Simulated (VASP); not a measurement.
Crystal: KBr.

```
CELL_PARAMETERS angstrom
0.00000 3.34343 3.34343
3.34343 0.00000 3.34343
3.34343 3.34343 0.00000
ATOMIC_POSITIONS crystal
K 0.00000 0.00000 0.00000
Br 0.50000 0.50000 0.50000
```

```yaml
Program: VASP 6.6.1
Task: relaxation of cell and atoms
Functional: PBEsol
Potentials_or_basis: VASP PAW PBE potentials, release 64 (K_sv, Br)
Cutoff: 600 eV
k_mesh: 7 × 7 × 7
Occupations: fermi-dirac, width 0.02 eV
Spin: no spin polarisation
```

At the start: pressure -0.8 GPa; volume 37.37 Å³/atom.

Where does the relaxation end?

Over 4 steps the energy falls by 5.4 meV/atom and the volume is 35.27 Å³/atom (-5.6 %); space group Fm-3m (No. 225, to 0.05 Å).

The path:
```tsv
step	energy change (eV)	largest force (eV/Å)	pressure (GPa)	volume (Å³)
1	0.0000	0.0000	-0.77	74.75
2	-0.0074	0.0000	-0.45	72.82
3	-0.0106	0.0000	-0.09	71.00
4	-0.0108	0.0000	0.00	70.55
```

Final structure:
```yaml
crystal:
  lattice:
    - [0.00000, 3.27957, 3.27957]
    - [3.27957, 0.00000, 3.27957]
    - [3.27957, 3.27957, 0.00000]
  atoms:
    - { symbol: K, position: [0.00000, 0.00000, 0.00000] }
    - { symbol: Br, position: [0.50000, 0.50000, 0.50000] }
```

Caveat: the PAW data sets were made with another functional, which shifts forces and pressure a little.
